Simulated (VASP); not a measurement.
## ZrC: single point with PBE

The system is ZrC.

```
CELL_PARAMETERS angstrom
1.66592 0.96182 5.42947
-1.66592 0.96182 5.42947
0.00000 -1.92364 5.42947
ATOMIC_POSITIONS crystal
Zr 0.25003 0.25003 0.25003
Zr 0.74997 0.74997 0.74997
C 0.50000 0.50000 0.50000
C 0.00000 0.00000 0.00000
```

```json
{
 "Program": "VASP 6.6.1",
 "Task": "single point",
 "Functional": "PBE",
 "Potentials or basis": "VASP PAW PBE potentials, release 64 (Zr_sv, C)",
 "Cutoff": "520 eV",
 "k mesh": "6 × 6 × 6",
 "Occupations": "gaussian, width 0.1 eV",
 "Spin": "no spin polarisation",
 "Dipole correction": "no",
 "Further INCAR settings": "ALGO = Normal; EDIFF = 1e-07; NBANDS = 24"
}
```

```yaml
Pressure: 0.4 GPa
Largest_force: 0.016 eV/Å
Band_gap_on_the_k_mesh: zero (bands 16 and 17 overlap by 1.20 eV)
```

Forces in eV/Å, atoms in the order of the input:
```
Zr   0.000  0.000 -0.016
Zr   0.000  0.000  0.016
C    0.000  0.000  0.000
C    0.000  0.000  0.000
```

Stress tensor (GPa, compression positive):
```
0.55 0.00 0.00
0.00 0.55 0.00
0.00 0.00 0.06
```

Levels at points of the mesh, in eV from the Fermi level:
| k point | band 14 | band 15 | band 16 | band 17 | band 18 | band 19 |
| --- | --- | --- | --- | --- | --- | --- |
| (0.00, 0.00, 0.00) | 0.91 | 0.91 | 0.91 | 1.05 | 1.05 | 1.08 |
| (0.50, 0.00, 0.00) | -2.43 | -1.79 | -1.78 | 1.55 | 1.56 | 4.90 |
| (0.50, 0.50, 0.00) | -2.10 | -1.78 | 0.02 | 0.03 | 4.39 | 4.42 |
| (0.50, 0.50, 0.50) | -1.79 | -1.78 | -1.78 | 2.51 | 2.51 | 2.52 |

Run time: 120 s on 1 thread of Intel(R) Xeon(R) Platinum 8259CL CPU @ 2.50GHz (Skylake/Cascade Lake), with other jobs on the host, peak memory 0.33 GiB.

Caveat: the k points lie up to 0.37 Å⁻¹ apart, too coarse for converged energies and pressures of a metal.
